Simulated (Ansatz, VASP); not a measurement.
**Two plane-wave programs on Si2W**

```
Si W
1.0
    -1.69137    1.69137    3.58485
     1.69137   -1.69137    3.58485
     1.69137    1.69137   -3.58485
Si W
2 1
Direct
  0.36635 0.36635 0.00000
  0.63365 0.63365 0.00000
  0.00000 0.00000 0.00000
```

Alike in both runs: task single point; functional PBE; k mesh 18 × 18 × 18; occupations gaussian, width 0.15 eV; no spin polarisation.

|  | VASP | Ansatz |
| --- | --- | --- |
| version | VASP 6.6.1 | Ansatz 0.2.0 |
| potentials or method | VASP PAW PBE potentials, release 64 (Si, W_sv), cutoff 520 eV | scalar-relativistic, plane waves, PAW |
| valence electrons in the cell | 22 | 22 |

|  | VASP | Ansatz | Ansatz less VASP |
| --- | --- | --- | --- |
| gap on the k mesh at the Fermi level (eV) | none | none | - |
| pressure (GPa) | 26.7 | 26.9 | +0.23 |
| traceless stress, the component that is largest in VASP (GPa) | 55.03 | 55.56 | +0.524 |
| rms of the force components (eV/Å) | 5.331 | 5.381 | +0.0499 |

Atom by atom the forces differ by 0.050 eV/Å (rms over components). A gap of «none» marks a metal or a gap that the smearing closes.

Neither program's run includes spin-orbit coupling.
